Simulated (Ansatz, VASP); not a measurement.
**Two plane-wave programs on Y**

The input INCAR:

```
SYSTEM = Y
  ALGO = Normal
  EDIFF = 1E-6
  ENCUT = 520
  ISIF = 2
  ISMEAR = -1
  LASPH = .True.
  LCHARG = .False.
  LREAL = .False.
  LWAVE = .False.
  NBANDS = 24
  NELM = 100
  PREC = Accurate
  SIGMA = 0.1
```

The input KPOINTS:

```
k-points
0
Gamma
  8 8 10
  0 0 0
```

File POSCAR:

```
Y
1.0
    5.4761355907      0.0000000000      0.0000000000
   -2.7380677953      4.7424725361      0.0000000000
    0.0000000000      0.0000000000      3.4094713393
Y
3
Direct
    0.0000000000      0.0000000000      0.0000000000
    0.3333333333      0.6666666667      0.5000000000
    0.6666666667      0.3333333333      0.5000000000
```

Input for Ansatz:

```yaml
crystal:
  lattice:
    - [5.4761355907, 0.0, 0.0]
    - [-2.7380677953, 4.7424725361, 0.0]
    - [0.0, 0.0, 3.4094713393]
  atoms:
    - { symbol: "Y", position: [0.0, 0.0, 0.0] }
    - { symbol: "Y", position: [0.3333333333, 0.6666666667, 0.5] }
    - { symbol: "Y", position: [0.6666666667, 0.3333333333, 0.5] }
hamiltonian:
  xc: lda
  pseudopotentials:
    kind: paw
    azcp:
      "Y": "pseudopotentials/Y.paw.azcp"
basis:
  ecutwfc: 420
  fft_grid_basis: typed
kpoints:
  mp_grid: { grid: [8, 8, 10], shift: [0, 0, 0] }
magnetization:
  spin_polarized: false
scf:
  occupations: { method: fermi_dirac, width: 0.1 }
  lower_state_search: "off"
output:
  stress: true
```

Alike in both runs: task single point; functional LDA; k mesh 8 × 8 × 10; occupations fermi-dirac, width 0.1 eV; no spin polarisation.

|  | VASP | Ansatz |
| --- | --- | --- |
| version | VASP 6.6.1 | Ansatz 0.2.0 |
| potentials or method | VASP PAW LDA potentials, release 64 (Y_sv), cutoff 520 eV | plane waves (420 eV) with PAW, scalar-relativistic |
| valence electrons in the cell | 33 | 33 |

```csv
,VASP,Ansatz,Ansatz less VASP
pressure (GPa),-0.1,0.0,+0.15
```

Ansatz warns that its potentials were made for another functional, while VASP's fit it. LDA's correlation is that of Perdew and Zunger in VASP and of Perdew and Wang (1992) in Ansatz.
